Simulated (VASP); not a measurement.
Set up this calculation in VASP 6.6.1, as the native input.

| Quantity | Value |
| --- | --- |
| Task | single point |
| Functional | LDA |
| Potentials or basis | VASP PAW LDA potentials, release 64 (Al, O) |
| Cutoff | 520 eV |
| k mesh | 12 × 12 × 1 |
| Occupations | gaussian, width 0.1 eV |
| Spin | no spin polarisation |
| Dipole correction | yes |
| Further INCAR settings | ALGO = Normal; EDIFF = 1e-07; NBANDS = 16 |

The structure of Al3O lies in POSCAR:

```
Al3O
1.0
    2.8168432364      0.0000000000      0.0000000000
   -1.4084216182      2.4394578012      0.0000000000
    0.0000000000      0.0000000000     20.0321727773
Al O
3 1
Direct
    0.6666666667      0.3333333333      0.1996787889
    0.3333333333      0.6666666667      0.3128097090
    0.0000000000      0.0000000000      0.4259234818
    0.5000000000      0.3333333333      0.4736072714
```

These files were run (other wordings do the same):

INCAR

```
SYSTEM = Al3O
ALGO = Normal ; DIPOL = 0.5 0.5 0.353
EDIFF = 1E-7 ; ENCUT = 520
IDIPOL = 3 ; ISIF = 2
ISMEAR = 0 ; LASPH = .TRUE.
LCHARG = .TRUE. ; LDIPOL = .TRUE.
LELF = .TRUE. ; LREAL = .FALSE.
LVACPOTAV = .TRUE. ; LVHAR = .TRUE.
LWAVE = .FALSE. ; NBANDS = 16
NELM = 100 ; PREC = Accurate
SIGMA = 0.1
```

KPOINTS

```
k-points
0
G
  12 12 1
  0 0 0
```

Potentials or basis: VASP PAW LDA potentials, release 64 (Al, O).

Command:

```sh
$ cat potpaw_LDA.64/Al/POTCAR potpaw_LDA.64/O/POTCAR > POTCAR
$ mpirun -np 1 vasp_std > vasp.out
```

It gave:

* Largest force: 6.469 eV/Å
* Band gap on the k mesh: zero (an odd number of electrons rules out a gap without spin polarisation)

Run time: 3.7 min on 1 thread of AMD EPYC 7R13 Processor (Zen 3), with other jobs on the host, peak memory 0.28 GiB.
